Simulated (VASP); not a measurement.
Runs of VASP 6.6.1 on Bi. The structure is that of space group Fd-3m (No. 227), or close to it. The cells are those of the table. 

| cell | gap on the mesh (eV) | pressure (GPa) |
| --- | --- | --- |
| a = 5.049 Å, angles 60.0°, 2 atoms | none | (b) |
| a = 4.713 Å, angles 60.0°, 2 atoms | none | 9.6 |
| a = 4.542 Å, angles 60.0°, 2 atoms | none | (a) |
| a = 4.424 Å, angles 60.0°, 2 atoms | none | 29.4 |
| a = 5.037 Å, angles 60.0°, 2 atoms | none | -0.2 |

Alike in all rows: task single point; level revPBE+D3(BJ); potentials or basis VASP PAW PBE potentials, release 64 (Bi_d); no spin polarisation; k mesh 4 × 4 × 4; cutoff (eV) 520; smearing fermi-dirac 0.05 eV.

**Question.** Estimate the missing entries.

**Answer.** (a) 19.5; (b) -0.4.

Caveats: all runs use coarse meshes; three body term missing; the PAW data sets were made with another functional, which shifts forces and pressure a little; spin-orbit coupling is left out, which moves the levels of the heavy elements; pairwise dispersion overbinds metals, which lowers pressure and volume.

A k mesh can miss the band edges, and the runs leave out spin-orbit coupling on Bi.

A gap of «none» marks levels without a gap at the run's occupations.
